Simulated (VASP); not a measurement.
Hf:

```
Hf
1.0
     3.16000    0.00000    0.00000
    -1.58000    2.73664    0.00000
     0.00000    0.00000    5.16028
Hf
2
Direct
  0.33333 0.66667 0.25000
  0.66667 0.33333 0.75000
```

- Program: VASP 6.6.1
- Task: relaxation of cell and atoms
- Functional: LDA
- Potentials or basis: VASP PAW LDA potentials, release 64 (Hf_pv)
- Cutoff: 600 eV
- k mesh: 9 × 9 × 5
- Occupations: methfessel-paxton, width 0.05 eV
- Spin: no spin polarisation

At the start: pressure -7.6 GPa; volume 22.31 Å³/atom.

Question: Where does the relaxation end?

Answer: Over 6 steps the energy falls by 43.4 meV/atom and the volume is 20.82 Å³/atom (-6.7 %); space group P6_3/mmc (No. 194, to 0.05 Å).

Step by step:
| step | energy change (eV) | largest force (eV/Å) | pressure (GPa) | volume (Å³) |
| --- | --- | --- | --- | --- |
| 1 | 0.0000 | 0.0000 | -7.59 | 44.62 |
| 2 | 0.0451 | 0.0000 | 12.59 | 38.13 |
| 3 | -0.0841 | 0.0000 | 0.04 | 41.59 |
| 4 | -0.0841 | 0.0000 | 0.22 | 41.53 |
| 5 | -0.0867 | 0.0000 | 0.09 | 41.62 |
| 6 | -0.0868 | 0.0000 | 0.06 | 41.64 |

Final structure:
```
CELL_PARAMETERS angstrom
3.11593 0.00000 0.00000
-1.55797 2.69848 0.00000
0.00000 0.00000 4.95184
ATOMIC_POSITIONS crystal
Hf 0.33333 0.66667 0.25000
Hf 0.66667 0.33333 0.75000
```
